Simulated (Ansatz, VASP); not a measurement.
## TaC: VASP beside Ansatz

```
Ta C
1.0
     0.00000    2.17762    2.17762
     2.17762    0.00000    2.17762
     2.17762    2.17762    0.00000
Ta C
1 1
Direct
  0.00000 0.00000 0.00000
  0.50000 0.50000 0.50000
```

Alike in both runs: task relaxation of cell and atoms; functional PBE; k mesh 13 × 13 × 13; occupations fermi-dirac, width 0.05 eV; no spin polarisation.

```csv
,VASP,Ansatz
version,VASP 6.6.1,Ansatz 0.2.0
potentials or method,"VASP PAW PBE potentials, release 64 (Ta_pv, C), cutoff 600 eV","all-electron LAPW, scalar-relativistic"
```

VASP gave:

| Item | Value |
| --- | --- |
| relaxed volume (Å³/atom) | 11.23 |
| relaxed length of the cell vector where the two differ most in proportion (Å) | 3.167 |

Q: Which values does Ansatz return?

A: Relaxed volume (Å³/atom): 11.20; relaxed length of the cell vector where the two differ most in proportion (Å): 3.165.

Ansatz ran all-electron here, and VASP with PAW potentials.

Spin-orbit coupling is off throughout.
